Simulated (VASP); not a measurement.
Runs of VASP 6.6.1 on SiW3. The structure is that of space group Im-3m (No. 229), or close to it. The cells are those of the table. 

```csv
cell,gap on the mesh (eV),pressure (GPa)
"a = 4.397 Å, angles 109.5°, 4 atoms",none,17.6
"a = 4.322 Å, angles 110.2, 110.2, 108.1°, 4 atoms",none,33.0
"a = 4.585 Å, angles 108.8, 108.8, 110.8°, 4 atoms",none,-8.0
"a = 4.735 Å, angles 109.5°, 4 atoms",none,(a)
```

Alike in all rows: task single point; level PBE; potentials or basis VASP PAW PBE potentials, release 64 (Si, W_sv); no spin polarisation; k mesh 14 × 14 × 14; cutoff (eV) 520; smearing gaussian 0.15 eV.

**Question.** Estimate the missing entries.

**Answer.** (a) -20.1.

Caveats: spin-orbit coupling is left out, which moves the levels of the heavy elements; the cell stands under pressure (at least some runs); the stress differs along the axes, from 24 to 38 GPa (at least some runs); the stress differs along the axes, from -10 to -4 GPa (at least some runs); the cell stands under tension (at least some runs).

A k mesh can miss the band edges, and the runs leave out spin-orbit coupling on W.

A gap of «none» marks levels without a gap at the run's occupations.
